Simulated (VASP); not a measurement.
# TaN (P-6m2) in VASP: a series of runs, part 2 of 2

VASP 6.6.1. Earlier steps stand in the parts before.

## (3) Single point, PBE+U

Input file INCAR:

```
SYSTEM = TaN
PREC     = Accurate       ! precision mode
ENCUT    = 520            ! plane-wave cutoff, eV
EDIFF    = 1E-7           ! SCF threshold, eV
ISMEAR   = 1              ! smearing method
SIGMA    = 0.05           ! smearing width, eV
LREAL    = .False.        ! projectors in reciprocal space
LASPH    = .True.         ! aspherical terms in the spheres
NELM     = 150            ! most SCF steps
ALGO     = Normal         ! electronic algorithm
ISIF     = 2              ! what is computed and relaxed
LWAVE    = .False.        ! write WAVECAR
LCHARG   = .False.        ! write CHGCAR
LMAXMIX  = 4              ! l up to which the mixer works
LDAU     = .True.         ! DFT+U
LDAUTYPE = 2            
LDAUL    = 2 -1           ! shell
LDAUU    = 7 0            ! U, eV
LDAUJ    = 0 0          
LDAUPRINT= 1            
GGA      = PE             ! functional
NBANDS   = 15             ! bands
```

Input file KPOINTS:

```
Automatic mesh
0
Gamma
  9 9 8
  0 0 0
```

Input file POSCAR:

```
TaN
1.0
    2.9380000000      0.0000000000      0.0000000000
   -1.4690000000      2.5443826363      0.0000000000
    0.0000000000      0.0000000000      2.8830000000
Ta N
1 1
Direct
    0.0000000000      0.0000000000      0.5000000000
    0.6666666667      0.3333333333      0.0000000000
```

Potentials or basis: VASP PAW PBE potentials, release 64 (Ta_pv, N).

Started as:

```bash
$ cat potpaw_PBE.64/Ta_pv/POTCAR potpaw_PBE.64/N/POTCAR > POTCAR
$ mpirun -np 1 vasp_std > vasp.out
```

Run time: 11 s. Hardware: 1 thread of Intel Xeon Platinum 8488C (Sapphire Rapids), shared host; peak memory 0.15 GiB.

The run converged. Its results:

* Free energy: -16.2306 eV
* Pressure: 29.0 GPa
* Band gap on the k mesh: zero (band 8 reaches 9.52 eV, above the bottom of band 9 at 9.31 eV)

Stress tensor (GPa, compression positive):
```
27.67  0.00  0.00
 0.00 27.67  0.00
 0.00  0.00 31.64
```

Levels at points of the mesh, in eV from the Fermi level:
| k point | band 6 | band 7 | band 8 | band 9 | band 10 | band 11 |
| --- | --- | --- | --- | --- | --- | --- |
| (0.00, 0.00, 0.00) | -5.04 | -4.76 | -3.75 | 1.16 | 3.23 | 3.23 |
| (0.00, 0.00, 0.50) | -4.16 | -4.16 | -0.19 | -0.19 | 1.80 | 3.38 |

Eigenvalues of the final occupation matrices:
```
    site  spin  trace               eigenvalues
site 1 d     1   1.11  0.16 0.16 0.24 0.24 0.30
site 1 d     2   1.11  0.16 0.16 0.24 0.24 0.30
```

Caveat: spin-orbit coupling is left out, which moves the levels of the heavy elements; U without spin polarisation on a metal has little footing.

## (4) Single point, PBE+U

Input file INCAR:

```
SYSTEM = TaN
  ALGO = Normal
  EDIFF = 1E-6
  ENCUT = 520
  GGA = PE
  ISIF = 2
  ISMEAR = 1
  LASPH = .True.
  LCHARG = .False.
  LDAU = .True.
  LDAUJ = 0 0
  LDAUL = 2 -1
  LDAUPRINT = 1
  LDAUTYPE = 2
  LDAUU = 7 0
  LMAXMIX = 4
  LREAL = .False.
  LWAVE = .False.
  NBANDS = 15
  NELM = 150
  PREC = Accurate
  SIGMA = 0.025
```

Input file KPOINTS:

```
k-points
0
Gamma
  9 9 8
  0 0 0
```

POSCAR is that of step 3.

Potentials or basis: VASP PAW PBE potentials, release 64 (Ta_pv, N).

Started as:

```bash
$ cat potpaw_PBE.64/Ta_pv/POTCAR potpaw_PBE.64/N/POTCAR > POTCAR
$ mpirun -np 1 vasp_std > vasp.out
```

OUTCAR:

```text
SYSTEM = TaN
   EDIFF = 1E-6
   ENCUT = 520
   GGA = PE
   ISIF = 2
   ISMEAR = 1
   LASPH = .True.
   LREAL = .False.
   NELM = 150
   PREC = Accurate

 ion  position               nearest neighbor table
   1  0.000  0.000  0.500-   2 2.23   2 2.23   2 2.23   2 2.23   2 2.23   2 2.23
   2  0.667  0.333  0.000-   1 2.23   1 2.23   1 2.23   1 2.23   1 2.23   1 2.23

  LATTYP: Found a hexagonal cell.
 ALAT       =     2.9380000000
 C/A-ratio  =     0.9812797822

  Lattice vectors:

 A1 = (   2.9380000000,   0.0000000000,   0.0000000000)
 A2 = (  -1.4690000000,   2.5443826363,   0.0000000000)
 A3 = (   0.0000000000,   0.0000000000,   2.8830000000)

Analysis of symmetry for initial positions (statically):
=====================================================================
 Subroutine PRICEL returns:
 Original cell was already a primitive cell.

 Routine SETGRP: Setting up the symmetry group for a
 hexagonal supercell.

 Subroutine GETGRP returns: Found 12 space group operations
 (whereof 12 operations were pure point group operations)
 out of a pool of 24 trial point group operations.

The static configuration has the point symmetry D_3h.

[... 212 lines left out ...]
      6       4.4636      2.00000
      7       4.7486      2.00000
      8       5.7526      2.00000
      9      10.6649      0.00000
     10      12.7394      0.00000
     11      12.7394      0.00000
     12      14.0822      0.00000
     13      14.0822      0.00000
     14      20.7302      0.00000
[... 401 lines left out ...]
      2     -27.5838      2.00000
      3     -27.1605      2.00000
      4      -6.4297      2.00000
      5       1.5791      2.00000
      6       2.5549      2.00000
      7       3.6283      2.00000
      8       8.7934      2.00000
      9      10.8699      0.00000
     10      12.0694      0.00000
     11      12.3871      0.00000
     12      16.8024      0.00000
     13      20.1003      0.00000
     14      20.7649      0.00000
     15      22.6601      0.00000

 [... further k-points ...]

------------------------ aborting loop because EDIFF is reached ----------------------------------------

  FORCE on cell =-STRESS in cart. coord.  units (eV):
  Direction    XX          YY          ZZ          XY          YZ          ZX
  --------------------------------------------------------------------------------------
  -------------------------------------------------------------------------------------
  Total        3.7215128      3.7215128      4.2562511      0.0000000      0.0000000      0.0000000
  in kB      276.6631046    276.6631046    316.4163857      0.0000000      0.0000000      0.0000000
  external PRESSURE =     289.9141983 kB  Pullay stress =       0.0000000 kB

 VOLUME and BASIS-vectors are now :
 -----------------------------------------------------------------------------
  energy-cutoff  :      520.00
  volume of cell :       21.55
      direct lattice vectors                 reciprocal lattice vectors
     2.938000000  0.000000000  0.000000000     0.340367597  0.196511324  0.000000000
    -1.469000000  2.544382636  0.000000000     0.000000000  0.393022648  0.000000000
     0.000000000  0.000000000  2.883000000     0.000000000  0.000000000  0.346860909

 POSITION                                       TOTAL-FORCE (eV/Angst)
 -----------------------------------------------------------------------------------
      0.00000      0.00000      1.44150         0.000000      0.000000      0.000000
      1.46900      0.84813      0.00000        -0.000000      0.000000      0.000000
 -----------------------------------------------------------------------------------
    total drift:                               -0.000000      0.000000      0.000000

  FREE ENERGIE OF THE ION-ELECTRON SYSTEM (eV)
  ---------------------------------------------------
  free  energy   TOTEN  =       -16.2305873020 eV

  energy  without entropy=      -16.2305554644  energy(sigma->0) =      -16.23057669
```

It took 9.7 s on 1 thread of Intel Xeon Platinum 8488C (Sapphire Rapids), shared host; peak memory 0.14 GiB.

What came out:

```
Free energy            : -16.2306 eV
Pressure               : 29.0 GPa
Band gap on the k mesh : zero (band 8 reaches 9.52 eV, above the bottom of band 9 at 9.31 eV)
```

Eigenvalues of the final occupation matrices:
```csv
site,spin,trace,eigenvalues
site 1 d,1,1.11,0.16 0.16 0.24 0.24 0.30
site 1 d,2,1.11,0.16 0.16 0.24 0.24 0.30
```

Caveat: spin-orbit coupling is left out, which moves the levels of the heavy elements; U without spin polarisation on a metal has little footing.

## (5) Single point, PBE+U

Input file INCAR:

```
PREC     = Accurate       # precision mode
ENCUT    = 520            # plane-wave cutoff, eV
EDIFF    = 1E-6           # SCF threshold, eV
ISMEAR   = 1              # smearing method
SIGMA    = 0.01           # smearing width, eV
LREAL    = F              # projectors in reciprocal space
LASPH    = T              # aspherical terms in the spheres
NELM     = 150            # most SCF steps
ALGO     = Normal         # electronic algorithm
ISIF     = 2              # what is computed and relaxed
LWAVE    = F              # write WAVECAR
LCHARG   = F              # write CHGCAR
LMAXMIX  = 4              # l up to which the mixer works
LDAU     = T              # DFT+U
LDAUTYPE = 2            
LDAUL    = 2 -1           # shell
LDAUU    = 7 0            # U, eV
LDAUJ    = 0 0          
LDAUPRINT= 1            
GGA      = PE             # functional
NBANDS   = 15             # bands
```

Input file KPOINTS:

```
regular mesh
0
Gamma
  9 9 8
```

POSCAR is that of step 4.

Started as:

```bash
$ cat potpaw_PBE.64/Ta_pv/POTCAR potpaw_PBE.64/N/POTCAR > POTCAR
$ mpirun -np 1 vasp_std > vasp.out
```

Run time: 10 s. Hardware: 1 thread of Intel Xeon Platinum 8488C (Sapphire Rapids), shared host; peak memory 0.15 GiB.

Results (log left out):

| Item | Value |
| --- | --- |
| Free energy | -16.2306 eV |
| Pressure | 29.0 GPa |
| Band gap on the k mesh | zero (band 8 reaches 9.52 eV, above the bottom of band 9 at 9.31 eV) |

Stress tensor (GPa, compression positive):
```
27.67  0.00  0.00
 0.00 27.67  0.00
 0.00  0.00 31.64
```

Levels at points of the mesh, in eV from the Fermi level:
```
           k point  band 5  band 6  band 7  band 8  band 9  band 10  band 11  band 12
(0.00, 0.00, 0.00)   -5.05   -5.05   -4.77   -3.77    1.15     3.22     3.22     4.56
(0.00, 0.00, 0.50)  -10.38   -4.17   -4.17   -0.20   -0.20     1.79     3.36     3.36
```

Eigenvalues of the final occupation matrices:
```csv
site,spin,trace,eigenvalues
site 1 d,1,1.11,0.16 0.16 0.24 0.24 0.30
site 1 d,2,1.11,0.16 0.16 0.24 0.24 0.30
```

Caveat: spin-orbit coupling is left out, which moves the levels of the heavy elements; U without spin polarisation on a metal has little footing.

## (6) Summary

```csv
task,level,U,cell,k mesh,cutoff (eV),smearing,gap on the mesh (eV),pressure (GPa)
relaxation of cell and atoms,BLYP+D4,-,relaxed,10 × 10 × 9,600,gaussian 0.1 eV,none,0.0
single point,PBE+U,Ta d U = 7.0 eV,as given,9 × 9 × 8,520,methfessel-paxton 0.05 eV,none,29.0
single point,PBE+U,Ta d U = 7.0 eV,as given,9 × 9 × 8,520,methfessel-paxton 0.025 eV,none,29.0
single point,PBE+U,Ta d U = 7.0 eV,as given,9 × 9 × 8,520,methfessel-paxton 0.01 eV,none,29.0
```

Alike in all rows: potentials or basis VASP PAW PBE potentials, release 64 (Ta_pv, N); no spin polarisation.

Every run on the cell as given and a fine mesh finds a metal.

Caveats: spin-orbit coupling is left out, which moves the levels of the heavy elements; U without spin polarisation on a metal has little footing (some runs); the PAW data sets were made with another functional, which shifts forces and pressure a little (some runs); pairwise dispersion overbinds metals, which lowers pressure and volume (some runs).

Total energies depend on the potentials used, so only differences within one code and one set of settings carry meaning.
